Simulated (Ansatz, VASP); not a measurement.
**WS2 in VASP and in Ansatz**

```
W S
1.0
     3.73485    0.00000    0.00000
    -1.86742    3.23447    0.00000
     0.00000    0.00000    6.53736
W S
1 2
Direct
  0.00000 0.00000 0.50000
  0.33333 0.66667 0.50000
  0.66667 0.33333 0.50000
```

Alike in both runs: task relaxation of cell and atoms; functional PBE; k mesh 6 × 6 × 4; occupations gaussian, width 0.1 eV; collinear spin.

```csv
,VASP,Ansatz
version,VASP 6.6.1,Ansatz 0.2.0
potentials or method,"VASP PAW PBE potentials, release 64 (W_sv, S), cutoff 600 eV","scalar-relativistic, plane waves, PAW"
valence electrons in the cell,26,26
```

|  | VASP | Ansatz | Ansatz less VASP |
| --- | --- | --- | --- |
| gap on the k mesh at the Fermi level, each at its own relaxed structure (eV) | none | none | - |
| net moment per atom (μB) | 0.75 | 0.75 | -0.005 |
| size of the moment on the site where the two differ most (μB) | 1.71 | 1.37 | -0.338 |
| relaxed volume (Å³/atom) | 36.17 | 27.42 | -8.759 |
| relaxed cell length with the largest relative difference (Å) | 6.536 | 4.958 | -1.5774 |

Site moments also hang on the region over which each program counts them. A gap of «none» marks a metal or a gap that the smearing closes. One of these differences is far larger than is usual between the two programs; its cause wasn't traced. Ansatz's warnings: no starting moments.

Spin-orbit coupling is off throughout. Noted on VASP's run: the volume moved by over 15 % at a fixed basis, so the end points are rough.
